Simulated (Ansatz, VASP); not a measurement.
One calculation of Li2S, two programs

```xyz
3
Lattice="0.0000 2.8453 2.8453 2.8453 0.0000 2.8453 2.8453 2.8453 0.0000" Properties=species:S:1:pos:R:3 pbc="T T T"
Li    1.4226    1.4226    1.4226
Li    4.2679    4.2679    4.2679
S     0.0000    0.0000    0.0000
```

Alike in both runs: task single point; functional PBE; k mesh 8 × 8 × 8; occupations fermi-dirac, width 0.02 eV; no spin polarisation.

```csv
,VASP,Ansatz
version,VASP 6.6.1,Ansatz 0.2.0
potentials or method,"VASP PAW PBE potentials, release 64 (Li_sv, S)","plane waves, PAW"
plane-wave cutoff (eV),750,420
valence electrons in the cell,12,12
```

|  | VASP | Ansatz | Ansatz less VASP |
| --- | --- | --- | --- |
| gap on the k mesh at the Fermi level (eV) | 3.39 | 3.39 | +0.001 |
| pressure (GPa) | 0.2 | 0.3 | +0.13 |
